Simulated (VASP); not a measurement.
# C (P6_222) in VASP: notebook, part 2 of 2

VASP 6.6.1.

## 3. Single point, PBE, collinear spin

Input file INCAR:

```
  PREC = Accurate
  ENCUT = 520
  EDIFF = 1E-6
  ISMEAR = 0
  SIGMA = 0.1
  LREAL = False
  LASPH = True
  NELM = 150
  ALGO = Normal
  ISIF = 2
  LWAVE = False
  LCHARG = False
  ISPIN = 2
  MAGMOM = 1 1 1 1 1 1
  LORBIT = 11
  GGA = PE
  NBANDS = 25
```

Input file KPOINTS:

```
regular mesh
0
Gamma
  6 6 4
```

Input file POSCAR:

```
C
1.0
    3.9395020636      0.0000000000      0.0000000000
   -1.9697510318      3.4117088654      0.0000000000
    0.0000000000      0.0000000000      3.7886859471
C
6
Direct
    0.7961181966      0.3980590983      0.1666666667
    0.6019409017      0.3980590983      0.8333333333
    0.6019409017      0.2038818034      0.5000000000
    0.2038818034      0.6019409017      0.1666666667
    0.3980590983      0.6019409017      0.8333333333
    0.3980590983      0.7961181966      0.5000000000
```

Potentials or basis: VASP PAW PBE potentials, release 64 (C).

On the command line:

```
$ cat potpaw_PBE.64/C/POTCAR > POTCAR
$ mpirun -np 1 vasp_std > vasp.out
```

OUTCAR:

```text
PREC = Accurate
   ENCUT = 520
   EDIFF = 1E-6
   ISMEAR = 0
   LREAL = False
   LASPH = True
   NELM = 150
   ISIF = 2
   ISPIN = 2
   LORBIT = 11
   GGA = PE

 ion  position               nearest neighbor table
   1  0.796  0.398  0.167-   4 1.39   3 1.48   2 1.48
   2  0.602  0.398  0.833-   5 1.39   3 1.48   1 1.48
   3  0.602  0.204  0.500-   6 1.39   2 1.48   1 1.48
   4  0.204  0.602  0.167-   1 1.39   6 1.48   5 1.48
   5  0.398  0.602  0.833-   2 1.39   6 1.48   4 1.48
   6  0.398  0.796  0.500-   3 1.39   4 1.48   5 1.48

  LATTYP: Found a hexagonal cell.
 ALAT       =     3.9395020636
 C/A-ratio  =     0.9617169596

  Lattice vectors:

 A1 = (   3.9395020636,   0.0000000000,   0.0000000000)
 A2 = (  -1.9697510318,   3.4117088654,   0.0000000000)
 A3 = (   0.0000000000,   0.0000000000,   3.7886859471)

Analysis of symmetry for initial positions (statically):
=====================================================================
 Subroutine PRICEL returns:
 Original cell was already a primitive cell.

 Routine SETGRP: Setting up the symmetry group for a
 hexagonal supercell.

 Subroutine GETGRP returns: Found 12 space group operations
 (whereof  4 operations were pure point group operations)
 out of a pool of 24 trial point group operations.

The static configuration has the point symmetry D_2 .
 The point group associated with its full space group is D_6 .

Analysis of symmetry for dynamics (positions and initial velocities):
=====================================================================
 Subroutine PRICEL returns:
 Original cell was already a primitive cell.

 Routine SETGRP: Setting up the symmetry group for a
 hexagonal supercell.

 Subroutine GETGRP returns: Found 12 space group operations
 (whereof  4 operations were pure point group operations)
 out of a pool of 24 trial point group operations.

The dynamic configuration has the point symmetry D_2 .
 The point group associated with its full space group is D_6 .

Analysis of structural, dynamic, and magnetic symmetry:
=====================================================================
 Subroutine PRICEL returns:
 Original cell was already a primitive cell.

 Routine SETGRP: Setting up the symmetry group for a
 hexagonal supercell.

 Subroutine GETGRP returns: Found 12 space group operations
 (whereof  4 operations were pure point group operations)
 out of a pool of 24 trial point group operations.

The overall configuration has the point symmetry D_2 .
 The point group associated with its full space group is D_6 .

 Subroutine INISYM returns: Found 12 space group operations
 (whereof  4 operations are pure point group operations),
 and found     1 'primitive' translations

----------------------------------------------------------------------------------------

                                     Primitive cell

  volume of cell :      50.9216

  direct lattice vectors                    reciprocal lattice vectors
     3.939502064  0.000000000  0.000000000     0.253839187  0.146554123  0.000000000
    -1.969751032  3.411708865  0.000000000     0.000000000  0.293108246  0.000000000
     0.000000000  0.000000000  3.788685947     0.000000000  0.000000000  0.263943756

  length of vectors
     3.939502064  3.939502064  3.788685947     0.293108246  0.293108246  0.263943756
[... 92 lines left out ...]
   ISYM   =      2    0-nonsym 1-usesym 2-fastsym
   POTIM  = 0.5000    time-step for ionic-motion
   TEBEG  =    0.0;   TEEND  =   0.0 temperature during run
   PSTRESS=    0.0 pullay stress
   NELECT =      24.0000    total number of electrons
   NUPDOWN=      -1.0000    fix difference up-down
   EMIN   =  10.00;   EMAX   =-10.00  energy-range for DOS
   EFERMI =   0.00;   METHOD = LEGACY
   ISMEAR =     0;   SIGMA  =   0.10  broadening in eV -4-tet -1-fermi 0-gaus
   EFERMI_NEDOS =   21; number of points for ismear=-14 and -15
   IALGO  =     38    algorithm
   IMIX   =      4    mixing-type and parameters
     AMIX     =   0.40;   BMIX     =  1.00
     AMIX_MAG =   1.60;   BMIX_MAG =  1.00
  volume/ion in A,a.u.               =       8.49        57.27
  Fermi-wavevector in a.u.,A,eV,Ry     =   1.274025  2.407558 22.084156  1.623140
  Thomas-Fermi vector in A             =   2.406816
   LORBIT       =     11    0 simple, 1 ext, 2 COOP (PROOUT), +10 PAW based schemes
   GGA     = PE    functional components
   LHFCALC =     F    Hartree Fock is set to
   AEXX    =    0.0000 exact exchange contribution
   IVDW    =     0    specifies the selected vdW correction
   LEPSILON=     F    determine dielectric tensor
   LRPA    =     F    only Hartree local field effects (RPA)
 spin polarized calculation
 Gauss-broadening in eV      SIGMA  =   0.10
  energy-cutoff  :      520.00
  volume of cell :       50.92
 maximum number of plane-waves:      1394
 NGX is ok and might be reduce to    30
   NGX = 15   NGY = 15   NGZ = 15

 number of electron      24.0000002 magnetization      -0.0000420

 number of electron      24.0000002 magnetization       0.0000441

 Free energy of the ion-electron system (eV)
  ---------------------------------------------------
  ext. energy  EPLUGINS =         0.00000000
  ---------------------------------------------------
  free energy    TOTEN  =       -50.76976117 eV

  energy without entropy =      -50.76839951  energy(sigma->0) =      -50.76908034

 E-fermi :   5.5247     XC(G=0): -10.6694

 val. band max:        5.2811332842   @ k =   0.0000   0.0000   0.2500
 cond. band min:       5.5724065852   @ k =   0.3333   0.3333   0.5000
 fundamental gap:      0.2912733010
 Fermi energy:         5.5246743944

 spin component 1

 k-point     1 :       0.0000    0.0000    0.0000
  band No.  band energies     occupation
      1     -14.4058      1.00000
      2      -8.5053      1.00000
      3      -8.5053      1.00000
      4      -8.0175      1.00000
      5      -3.9813      1.00000
      6      -3.9812      1.00000
[... 556 lines left out ...]
     23      20.1171      0.00000
     24      20.1171      0.00000
 Fermi energy:         5.5246743944

 spin component 2

 k-point     1 :       0.0000    0.0000    0.0000
  band No.  band energies     occupation
      1     -14.4058      1.00000
      2      -8.5053      1.00000
      3      -8.5053      1.00000
      4      -8.0176      1.00000
      5      -3.9812      1.00000
      6      -3.9812      1.00000
[... 556 lines left out ...]
     23      20.1171      0.00000
     24      20.1171      0.00000
 [bands above 24 left out]

------------------------ aborting loop because EDIFF is reached ----------------------------------------

  FORCE on cell =-STRESS in cart. coord.  units (eV):
  Direction    XX          YY          ZZ          XY          YZ          ZX
  --------------------------------------------------------------------------------------
  -------------------------------------------------------------------------------------
  Total        0.1091210      0.1091210      0.1578469      0.0000000      0.0000000      0.0000000
  in kB        3.4333401      3.4333401      4.9664343      0.0000000      0.0000000      0.0000000
  external PRESSURE =       3.9443715 kB  Pullay stress =       0.0000000 kB

 VOLUME and BASIS-vectors are now :
 -----------------------------------------------------------------------------
  energy-cutoff  :      520.00
  volume of cell :       50.92
      direct lattice vectors                 reciprocal lattice vectors
     3.939502064  0.000000000  0.000000000     0.253839187  0.146554123  0.000000000
    -1.969751032  3.411708865  0.000000000     0.000000000  0.293108246  0.000000000
     0.000000000  0.000000000  3.788685947     0.000000000  0.000000000  0.263943756

 POSITION                                       TOTAL-FORCE (eV/Angst)
 -----------------------------------------------------------------------------------
      2.35223      1.35806      0.63145         0.001302      0.000751      0.000000
      1.58727      1.35806      3.15724        -0.001302      0.000751      0.000000
      1.96975      0.69559      1.89434        -0.000000     -0.001503     -0.000000
     -0.38248      2.05365      0.63145        -0.001302     -0.000751      0.000000
      0.38248      2.05365      3.15724         0.001302     -0.000751      0.000000
      0.00000      2.71612      1.89434        -0.000000      0.001503     -0.000000
 -----------------------------------------------------------------------------------
    total drift:                                0.000000      0.000000      0.000000

  FREE ENERGIE OF THE ION-ELECTRON SYSTEM (eV)
  ---------------------------------------------------
  free  energy   TOTEN  =       -50.7697611690 eV

  energy  without entropy=      -50.7683995137  energy(sigma->0) =      -50.76908034

 total charge

# of ion       s       p       d       tot
------------------------------------------
    1        0.858   1.730   0.000   2.588
    2        0.858   1.730   0.000   2.588
    3        0.858   1.730   0.000   2.588
    4        0.858   1.730   0.000   2.588
    5        0.858   1.730   0.000   2.588
    6        0.858   1.730   0.000   2.588
--------------------------------------------------
tot          5.150  10.377   0.000  15.528

 magnetization (x)

# of ion       s       p       d       tot
------------------------------------------
    1       -0.000   0.000   0.000   0.000
    2       -0.000   0.000   0.000   0.000
    3       -0.000   0.000   0.000   0.000
    4       -0.000   0.000   0.000   0.000
    5       -0.000   0.000   0.000   0.000
    6       -0.000   0.000   0.000   0.000
--------------------------------------------------
tot         -0.000   0.000   0.000   0.000
```

It took 71 s on 1 thread of AMD EPYC 7R43 (Zen 3), shared host; peak memory 0.15 GiB.

What came out:

```
Free energy                                           : -50.7698 eV
Pressure                                              : 0.4 GPa
Band gap on the k mesh                                : zero (filled and empty bands overlap)
Net moment                                            : 0.00 μB per cell
Valence electrons inside the program's atomic spheres : C 2.59
```

Caveat: the k points lie up to 0.41 Å⁻¹ apart; this functional lacks dispersion, which binds layers or chains, so the pressure and a relaxed spacing across them are unreliable.

The gap in the log of VASP goes by the Fermi energy; the results here count the filled bands.